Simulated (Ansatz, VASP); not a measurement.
Cu in VASP and in Ansatz

The input INCAR:

```
PREC     = Accurate       # precision mode
ENCUT    = 520            # plane-wave cutoff, eV
EDIFF    = 1E-7           # SCF threshold, eV
ISMEAR   = 0              # smearing method
SIGMA    = 0.15           # smearing width, eV
LREAL    = F              # projectors in reciprocal space
LASPH    = T              # aspherical terms in the spheres
NELM     = 80             # most SCF steps
ALGO     = Fast           # electronic algorithm
ISIF     = 2              # what is computed and relaxed
LWAVE    = F              # write WAVECAR
LCHARG   = F              # write CHGCAR
NBANDS   = 12             # bands
```

The input KPOINTS:

```
Automatic mesh
0
Gamma
  24 24 24
```

File POSCAR:

```
Cu
1.0
   -1.4321502083      1.4321502083      1.3055481299
    1.4321502083     -1.4321502083      1.3055481299
    1.4321502083      1.4321502083     -1.3055481299
Cu
1
Direct
    0.0000000000      0.0000000000      0.0000000000
```

Input for Ansatz:

```yaml
crystal:
  lattice:
    - [-1.4321502083, 1.4321502083, 1.3055481299]
    - [1.4321502083, -1.4321502083, 1.3055481299]
    - [1.4321502083, 1.4321502083, -1.3055481299]
  atoms:
    - { symbol: Cu, position: [0.0, 0.0, 0.0] }
basis:
  ecutwfc: 520.0
kpoints:
  mp_grid: { grid: [24, 24, 24] }
hamiltonian:
  xc: lda
  pseudopotentials: { kind: paw, azcp: { folder: soft_1 } }
scf:
  occupations: { method: gaussian, width: 0.15 }
output:
  forces: true
  stress: true
  eigenvalues: true
```

Alike in both runs: task single point; functional LDA; k mesh 24 × 24 × 24; occupations gaussian, width 0.15 eV; no spin polarisation.

|  | VASP | Ansatz |
| --- | --- | --- |
| version | VASP 6.6.1 | Ansatz 0.2.0 |
| potentials or method | VASP PAW LDA potentials, release 64 (Cu), cutoff 520 eV | scalar-relativistic, plane waves, PAW |
| valence electrons in the cell | 11 | 19 |

```csv
,VASP,Ansatz,Ansatz less VASP
gap on the k mesh at the Fermi level (eV),none,none,-
pressure (GPa),5.1,4.1,-0.96
"traceless stress, the component that is largest in VASP (GPa)",0.68,0.64,-0.038
```

Ansatz warns that its potentials were made for another functional, while VASP's fit it. LDA's correlation is that of Perdew and Zunger in VASP and of Perdew and Wang (1992) in Ansatz. A gap of «none» marks a metal or a gap that the smearing closes. VASP's potentials hold 11 valence electrons a cell and Ansatz's 19, so a difference there can come from the potentials and not from the codes.
